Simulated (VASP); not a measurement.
Here is a VASP 6.6.1 calculation.

File INCAR:

```
SYSTEM = Ta
ALGO = Normal
EDIFF = 1E-7
ENCUT = 520
GGA = PE
ISIF = 2
ISMEAR = -1
LASPH = .True.
LCHARG = .False.
LREAL = .False.
LWAVE = .False.
NBANDS = 12
NELM = 100
PREC = Accurate
SIGMA = 0.05
```

KPOINTS

```
k-points
0
Gamma
  17 17 16
  0 0 0
```

Contents of POSCAR:

```
Ta
1.0
    2.2941895950      0.0000000000      0.0000000000
   -1.1470947975      1.9868264703      0.0000000000
    0.0000000000      0.0000000000      2.1691131099
Ta
1
Direct
    0.0000000000      0.0000000000      0.0000000000
```

Potentials or basis: VASP PAW PBE potentials, release 64 (Ta_pv).

Command:

```sh
$ cat potpaw_PBE.64/Ta_pv/POTCAR > POTCAR
$ mpirun -np 1 vasp_std > vasp.out
```

Task: What does it give for the pressure?

Result: 435.7 GPa.

Stress tensor (GPa, compression positive):
```
436.41   0.00   0.00
  0.00 436.41   0.00
  0.00   0.00 434.31
```
